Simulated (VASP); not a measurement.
Wanted: the native input for a VASP 6.6.1 run.

* Task: single point
* Functional: PBE
* Potentials or basis: VASP PAW PBE potentials, release 64 (Ta_pv, N)
* Cutoff: 520 eV
* k mesh: 10 × 10 × 6
* Occupations: fermi-dirac, width 0.05 eV
* Spin: no spin polarisation
* Dipole correction: no
* Further INCAR settings: ALGO = Normal; EDIFF = 1e-06; NBANDS = 24

The structure of TaN lies in POSCAR:

```
TaN
1.0
    3.0480018400      0.0000000000      0.0000000000
   -1.5240009200      2.6396470300      0.0000000000
    0.0000000000      0.0000000000      4.9179997800
Ta N
2 2
Direct
    0.0000000000      0.0000000000      0.0000000000
    0.0000000000      0.0000000000      0.5000000000
    0.3333333333      0.6666666667      0.2500000000
    0.6666666667      0.3333333333      0.7500000000
```

These files were run (other wordings do the same):

INCAR

```
SYSTEM = TaN
PREC = Accurate
ENCUT = 520
EDIFF = 1E-6
ISMEAR = -1
SIGMA = 0.05
LREAL = .False.
LASPH = .True.
NELM = 80
ALGO = Normal
ISIF = 2
LWAVE = .False.
LCHARG = .False.
GGA = PE
NBANDS = 24
```

KPOINTS

```
Automatic mesh
0
Gamma
  10 10 6
  0 0 0
```

Potentials or basis: VASP PAW PBE potentials, release 64 (Ta_pv, N).

The run is started by

```sh
$ cat potpaw_PBE.64/Ta_pv/POTCAR potpaw_PBE.64/N/POTCAR > POTCAR
$ mpirun -np 1 vasp_std > vasp.out
```

Results of the run:

| Item | Value |
| --- | --- |
| Pressure | 60.9 GPa |
| Band gap on the k mesh | zero (band 16 reaches 10.72 eV, above the bottom of band 17 at 8.05 eV) |

Caveat: spin-orbit coupling is left out, which moves the levels of the heavy elements.

Wall time 46 s on 1 thread of Intel(R) Xeon(R) Platinum 8259CL CPU @ 2.50GHz (Skylake/Cascade Lake) (shared host), peak memory 0.19 GiB.
